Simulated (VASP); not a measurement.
A run of VASP 6.6.1 is set up as follows.

Contents of INCAR:

```
SYSTEM = Ta
PREC = Accurate
ENCUT = 520
EDIFF = 1E-8
ISMEAR = -1
SIGMA = 0.08
LREAL = .False.
LASPH = .True.
NELM = 100
ALGO = Normal
ISIF = 2
LWAVE = .False.
LCHARG = .False.
GGA = PS
LEFG = .True.
NBANDS = 12
```

KPOINTS

```
Automatic mesh
0
Gamma
  17 17 17
  0 0 0
```

POSCAR

```
Ta
1.0
   -1.6401972500      1.6401972500      1.6401972500
    1.6401972500     -1.6401972500      1.6401972500
    1.6401972500      1.6401972500     -1.6401972500
Ta
1
Direct
    0.0000000000      0.0000000000      0.0000000000
```

Potentials or basis: VASP PAW PBE potentials, release 64 (Ta_pv).

Command:

```bash
$ cat potpaw_PBE.64/Ta_pv/POTCAR > POTCAR
$ mpirun -np 1 vasp_std > vasp.out
```

(1) Estimate the pressure.

Results:

(1) 0.5 GPa.

Caveat: without QUAD_EFG the Cq values of the log hold for a quadrupole moment of 1 mb, not for the nuclei; the PAW data sets were made with another functional, which shifts forces and pressure a little.
